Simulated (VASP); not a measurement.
Write the native input for VASP 6.6.1 that does the following.

| Quantity | Value |
| --- | --- |
| Task | single point |
| Functional | PBEsol |
| Potentials or basis | VASP PAW PBE potentials, release 64 (Co, W_sv) |
| Cutoff | 520 eV |
| k mesh | 12 × 12 × 12 |
| Occupations | gaussian, width 0.15 eV |
| Spin | no spin polarisation |
| Dipole correction | no |
| Further INCAR settings | ALGO = Fast; EDIFF = 1e-06; NBANDS = 34 |

The structure of CoW3 lies in POSCAR:

```
CoW3
1.0
    3.8582449849      0.0000000000      0.0000000000
    0.0000000000      3.8582449849      0.0000000000
    0.0000000000      0.0000000000      3.8582449849
Co W
1 3
Direct
    0.0000000000      0.0000000000     -0.1295926003
    0.0000000000      0.5000000000      0.5000000000
    0.5000000000      0.0000000000      0.5000000000
    0.5000000000      0.5000000000      0.0000000000
```

This cell differs from its parent crystal: all Co atoms moved -0.500 Å, as atom 1 along Cartesian [0 0 1].

One way to write it, as run:

INCAR

```
PREC = Accurate
ENCUT = 520
EDIFF = 1E-6
ISMEAR = 0
SIGMA = 0.15
LREAL = False
LASPH = True
NELM = 60
ALGO = Fast
ISIF = 2
LWAVE = False
LCHARG = False
GGA = PS
NBANDS = 34
```

KPOINTS

```
regular mesh
0
Gamma
  12 12 12
```

Potentials or basis: VASP PAW PBE potentials, release 64 (Co, W_sv).

Launch:

```console
$ cat potpaw_PBE.64/Co/POTCAR potpaw_PBE.64/W_sv/POTCAR > POTCAR
$ mpirun -np 1 vasp_std > vasp.out
```

It gave:

```yaml
Pressure: 12.2 GPa
Largest_force: 3.234 eV/Å
Band_gap_on_the_k_mesh: zero (an odd number of electrons rules out a gap without spin polarisation)
```

Caveat: the cell differs from its parent crystal (all Co atoms moved -0.500 Å, as atom 1 along Cartesian [0 0 1]); the stress differs along the axes, from 5 to 16 GPa; the PAW data sets were made with another functional, which shifts forces and pressure a little; spin-orbit coupling is left out, which moves the levels of the heavy elements; the run has no spin polarisation, though such a crystal can be magnetic.

Run time: 6.7 min on 1 thread of Intel(R) Xeon(R) Platinum 8259CL CPU @ 2.50GHz (Skylake/Cascade Lake) (shared host), peak memory 0.4 GiB.
